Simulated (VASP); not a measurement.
Wanted: the native input for a VASP 6.6.1 run.

```
Task                   : single point
Functional             : PBEsol
Potentials or basis    : VASP PAW PBE potentials, release 64 (Cs_sv)
Cutoff                 : 500 eV
k mesh                 : 4 × 4 × 5
Occupations            : methfessel-paxton, width 0.05 eV
Spin                   : no spin polarisation
Dipole correction      : no
Further INCAR settings : ALGO = Normal; EDIFF = 1e-06; NBANDS = 10
```

The structure of Cs lies in POSCAR:

```
Cs
1.0
   -2.7973580000      2.7424810000      4.0811890000
    2.8049630000     -2.7377380000      4.0831100000
    2.7668210000      2.7072010000     -4.0780060000
Cs
1
Direct
    0.0039420000     -0.0002670000      0.0014820000
```

One way to write it, as run:

INCAR

```
  PREC = Accurate
  ENCUT = 500
  EDIFF = 1E-6
  ISMEAR = 1
  SIGMA = 0.05
  LREAL = False
  LASPH = True
  NELM = 120
  ALGO = Normal
  ISIF = 2
  LWAVE = False
  LCHARG = True
  GGA = PS
  LELF = True
  LVHAR = True
  NBANDS = 10
  GGA_COMPAT = False
```

KPOINTS

```
Automatic mesh
0
Gamma
  4 4 5
```

Potentials or basis: VASP PAW PBE potentials, release 64 (Cs_sv).

Command:

```bash
$ cat potpaw_PBE.64/Cs_sv/POTCAR > POTCAR
$ mpirun -np 1 vasp_std > vasp.out
```

Results of the run:

* Pressure: -0.2 GPa

Caveat: the PAW data sets were made with another functional, which shifts forces and pressure a little.

It used 65 s of CPU time on 1 thread of AMD EPYC 7R13 Processor (Zen 3) (shared host).
